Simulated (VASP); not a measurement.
Here is a VASP 6.6.1 calculation.

File INCAR:

```
PREC     = Accurate       # precision mode
ENCUT    = 450            # plane-wave cutoff, eV
EDIFF    = 1E-7           # SCF threshold, eV
ISMEAR   = 1              # smearing method
SIGMA    = 0.05           # smearing width, eV
LREAL    = False          # projectors in reciprocal space
LASPH    = True           # aspherical terms in the spheres
NELM     = 120            # most SCF steps
ALGO     = Normal         # electronic algorithm
ISIF     = 2              # what is computed and relaxed
LWAVE    = False          # write WAVECAR
LCHARG   = False          # write CHGCAR
GGA      = PS             # functional
IBRION   = 2              # ionic algorithm
NSW      = 60             # ionic steps
EDIFFG   = -0.03          # ionic threshold
GGA_COMPAT= False        
NELMIN   = 4            
NELMDL   = -8
```

Contents of KPOINTS:

```
regular mesh
0
Gamma
  1 1 1
```

Contents of POSCAR:

```
H
1.0
    9.0000000000      0.0000000000      0.0000000000
    0.0000000000      9.5000000000      0.0000000000
    0.0000000000      0.0000000000     10.0000000000
H
2
Direct
    0.5000000000      0.5000000000      0.4625000000
    0.5000000000      0.5000000000      0.5375000000
```

Potentials or basis: VASP PAW PBE potentials, release 64 (H).

Launch:

```bash
$ cat potpaw_PBE.64/H/POTCAR > POTCAR
$ mpirun -np 1 vasp_gam > vasp.out
```

**Question.** Predict the gap between the frontier levels.

**Answer.** 9.94 eV.

**Question.** What does it give for the energy gained by relaxing?

**Answer.** 0.6 meV/atom.

Final structure:
```
H
1.0
     9.00000    0.00000    0.00000
     0.00000    9.50000    0.00000
     0.00000    0.00000   10.00000
H
2
Direct
  0.50000 0.50000 0.46206
  0.50000 0.50000 0.53794
```
